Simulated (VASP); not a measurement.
**Al3Cu: single point with PBEsol**

Al3Cu:

```xyz
4
Lattice="3.8924 0.0487 0.0000 0.0487 3.8924 0.0000 0.0000 0.0000 3.8924" Properties=species:S:1:pos:R:3 pbc="T T T"
Al    0.0243    1.9462    1.9462
Al    1.9462    0.0243    1.9462
Al    1.9705    1.9705    0.0000
Cu    0.0000    0.0000    0.0000
```

This cell differs from its parent crystal: strain +0.0250 x Voigt [0, 0, 0, 0, 0, 1].

```
Program             : VASP 6.6.1
Task                : single point
Functional          : PBEsol
Potentials or basis : VASP PAW PBE potentials, release 64 (Al, Cu)
Cutoff              : 520 eV
k mesh              : 12 × 12 × 12
Occupations         : gaussian, width 0.15 eV
Spin                : no spin polarisation
```

* Pressure: 0.3 GPa
* Band gap on the k mesh: zero (bands 10 and 11 overlap by 4.20 eV)

Stress tensor (GPa, compression positive):
```
 0.42 -0.98  0.00
-0.98  0.42  0.00
 0.00  0.00  0.17
```

Levels at points of the mesh, in eV from the Fermi level:
```
           k point  band 6  band 7  band 8  band 9  band 10  band 11  band 12  band 13  band 14  band 15
(0.00, 0.00, 0.00)   -3.61   -2.46   -2.43   -2.39    -0.60     0.51     0.51     6.20     6.49     6.70
(0.50, 0.00, 0.00)   -3.59   -3.41    0.20    0.24     0.31     0.33     0.73     2.03     2.35     3.37
(0.50, 0.50, 0.00)   -3.86   -3.42   -3.34   -3.08     1.33     2.87     3.12     3.33     3.63     3.91
(0.00, 0.00, 0.50)   -3.59   -3.41    0.20    0.22     0.29     0.44     0.71     2.00     2.35     3.35
(0.50, 0.00, 0.50)   -3.86   -3.41   -3.34   -3.08     1.32     2.94     2.97     3.23     3.80     3.87
(0.50, 0.50, 0.50)   -4.02   -3.93   -3.41   -3.41    -2.49    -1.98    -1.88    -1.81    12.06    12.23
```

Wall time 3.4 min on 1 thread of Intel(R) Xeon(R) 6975P-C (Granite Rapids), with other jobs on the host, peak memory 0.39 GiB.

Caveat: the cell differs from its parent crystal (strain +0.0250 x Voigt [0, 0, 0, 0, 0, 1]); the PAW data sets were made with another functional, which shifts forces and pressure a little.
